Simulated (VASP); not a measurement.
Here is a VASP 6.6.1 calculation.

The input INCAR:

```
SYSTEM = CuO
PREC = Accurate
ENCUT = 520
EDIFF = 1E-6
ISMEAR = 0
SIGMA = 0.01
LREAL = .False.
LASPH = .True.
NELM = 150
ALGO = Normal
ISIF = 2
LWAVE = .False.
LCHARG = .False.
ISPIN = 2
MAGMOM = 1 -1 0 0
LORBIT = 11
LMAXMIX = 4
LDAU = .True.
LDAUTYPE = 2
LDAUL = 2 -1
LDAUU = 8 0
LDAUJ = 0 0
LDAUPRINT = 1
GGA = PS
NBANDS = 29
```

Contents of KPOINTS:

```
Automatic mesh
0
Gamma
  8 8 5
  0 0 0
```

The input POSCAR:

```
CuO
1.0
    2.3420000000     -1.7115000000      0.0000000000
    2.3420000000      1.7115000000      0.0000000000
   -0.8500605740      0.0000000000      5.0580666287
Cu O
2 2
Direct
    0.0000000000      0.5000000000      0.0000000000
    0.5000000000      0.0000000000      0.5000000000
    0.5799165544      0.4200834302      0.2499993718
    0.4200834456      0.5799165698      0.7500006282
```

Potentials or basis: VASP PAW PBE potentials, release 64 (Cu, O).

The run is started by

```bash
$ cat potpaw_PBE.64/Cu/POTCAR potpaw_PBE.64/O/POTCAR > POTCAR
$ mpirun -np 1 vasp_std > vasp.out
```

(1) Estimate the pressure.

(2) Estimate the net moment.

## Answers

(1) -7.0 GPa.

(2) 0.00 μB per cell.

Caveat: the cell stands under tension; the PAW data sets were made with another functional, which shifts forces and pressure a little.
